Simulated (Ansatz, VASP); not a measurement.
Pt in VASP and in Ansatz

POSCAR

```
Pt
1.0
    2.6718204257      0.0000000000      0.0000000000
    0.0000000000      2.6718204257      0.0000000000
    0.0000000000      0.0000000000      2.6718204257
Pt
1
Direct
    0.0000000000      0.0000000000      0.0000000000
```

Contents of INCAR.step1:

```
SYSTEM = Pt
  PREC = Accurate
  ENCUT = 550
  ISMEAR = -1
  SIGMA = 0.1
  LREAL = .FALSE.
  LASPH = .TRUE.
  NELM = 120
  NBANDS = 11
  GGA = PE
  ALGO = Normal
  EDIFF = 1E-5
  LWAVE = .TRUE.
  LCHARG = .FALSE.
  GGA_COMPAT = .FALSE.
```

INCAR.step2

```
SYSTEM = Pt
  PREC = Accurate
  ENCUT = 550
  EDIFF = 1E-6
  ISMEAR = -1
  SIGMA = 0.1
  LREAL = .FALSE.
  LASPH = .TRUE.
  NELM = 120
  ALGO = Normal
  ISIF = 2
  LWAVE = .FALSE.
  LCHARG = .TRUE.
  METAGGA = R2SCAN
  LMIXTAU = .TRUE.
  LELF = .TRUE.
  LVHAR = .TRUE.
  NBANDS = 11
  ISTART = 1
  GGA_COMPAT = .FALSE.
```

KPOINTS

```
regular mesh
0
G
  14 14 14
  0 0 0
```

Input for Ansatz:

```yaml
crystal:
  lattice:
    - [2.6718204257, 0.0, 0.0]
    - [0.0, 2.6718204257, 0.0]
    - [0.0, 0.0, 2.6718204257]
  atoms:
    - { symbol: Pt, position: [0.0, 0.0, 0.0] }
hamiltonian:
  xc: r2scan
  pseudopotentials:
    kind: paw
    azcp:
      Pt: "pseudopotentials/Pt.paw.azcp"
basis:
  ecutwfc: 500
  fft_grid_basis: typed
kpoints:
  mp_grid: { grid: [14, 14, 14], shift: [0, 0, 0] }
magnetization:
  spin_polarized: false
scf:
  occupations: { method: fermi_dirac, width: 0.1 }
  lower_state_search: "off"
output:
  stress: true
```

Alike in both runs: task single point; functional r2SCAN; k mesh 14 × 14 × 14; occupations fermi-dirac, width 0.1 eV; no spin polarisation.

```csv
,VASP,Ansatz
version,VASP 6.6.1,Ansatz 0.2.0
potentials or method,"VASP PAW PBE potentials, release 64 (Pt), cutoff 550 eV","plane waves (500 eV) with PAW, scalar-relativistic"
valence electrons in the cell,10,18
```

Ansatz gave:

```
pressure (GPa) : -12.6
```

**Question.** Which values does VASP return?

**Answer.** Pressure (GPa): -12.3.

VASP's potentials were made for PBE, not for r2SCAN. VASP's potentials hold 10 valence electrons a cell and Ansatz's 18, so a difference there can come from the potentials and not from the codes.

Spin-orbit coupling is off throughout.
